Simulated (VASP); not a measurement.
Here is a VASP 6.6.1 calculation.

File POSCAR:

```
NiO
1.0
    0.0000000000      2.2241758467      2.2241758467
    2.2241758467      0.0000000000      2.2241758467
    2.2241758467      2.2241758467      0.0000000000
Ni O
1 1
Direct
    0.0000000000      0.0000000000      0.0000000000
    0.2500000000      0.2500000000      0.2500000000
```

File INCAR.step1:

```
SYSTEM = NiO
ALGO     = Normal         ! electronic algorithm
EDIFF    = 1E-5           ! SCF threshold, eV
ENCUT    = 520            ! plane-wave cutoff, eV
GGA      = PE             ! functional
ISIF     = 2              ! what is computed and relaxed
ISMEAR   = -1             ! smearing method
ISPIN    = 2              ! spin polarisation
LASPH    = .TRUE.         ! aspherical terms in the spheres
LCHARG   = .FALSE.        ! write CHGCAR
LMAXMIX  = 4              ! l up to which the mixer works
LORBIT   = 11             ! projections on sites
LREAL    = .FALSE.        ! projectors in reciprocal space
LWAVE    = .TRUE.         ! write WAVECAR
MAGMOM   = 1 0            ! initial moments
NBANDS   = 19             ! bands
NELM     = 150            ! most SCF steps
PREC     = Accurate       ! precision mode
SIGMA    = 0.05           ! smearing width, eV
```

The input INCAR.step2:

```
SYSTEM = NiO
AEXX     = 0.25           ! exact-exchange fraction
ALGO     = Normal         ! electronic algorithm
EDIFF    = 1E-7           ! SCF threshold, eV
ENCUT    = 520            ! plane-wave cutoff, eV
GGA      = PE             ! functional
HFSCREEN = 0.3            ! screening, 1/A
ISIF     = 2              ! what is computed and relaxed
ISMEAR   = -1             ! smearing method
ISPIN    = 2              ! spin polarisation
ISTART   = 1            
LASPH    = .TRUE.         ! aspherical terms in the spheres
LCHARG   = .FALSE.        ! write CHGCAR
LHFCALC  = .TRUE.         ! exact exchange
LMAXMIX  = 4              ! l up to which the mixer works
LORBIT   = 11             ! projections on sites
LREAL    = .FALSE.        ! projectors in reciprocal space
LWAVE    = .FALSE.        ! write WAVECAR
MAGMOM   = 1 0            ! initial moments
NBANDS   = 19             ! bands
NELM     = 150            ! most SCF steps
PREC     = Accurate       ! precision mode
PRECFOCK = Normal       
SIGMA    = 0.05           ! smearing width, eV
```

Contents of KPOINTS:

```
k-points
0
G
  5 5 5
  0 0 0
```

Potentials or basis: VASP PAW PBE potentials, release 64 (Ni, O).

The run is started by

```bash
$ cat potpaw_PBE.64/Ni/POTCAR potpaw_PBE.64/O/POTCAR > POTCAR
$ cp INCAR.step1 INCAR
$ mpirun -np 1 vasp_std > vasp.out
$ cp INCAR.step2 INCAR
$ mpirun -np 1 vasp_std > vasp.out
```

Q: What does it give for the site moments?

A: Ni +1.65; O +0.34 μB.

Q: Estimate the pressure.

A: 0.6 GPa.

Q: What does it give for the band gap on the k mesh?

A: Zero (filled and empty bands overlap).

Caveat: the k points lie up to 0.49 Å⁻¹ apart, too coarse for converged energies and pressures of a metal; the PAW data sets were made with another functional, which shifts forces and pressure a little; a cell with one magnetic atom can't hold antiferromagnetic order, which such compounds often take.
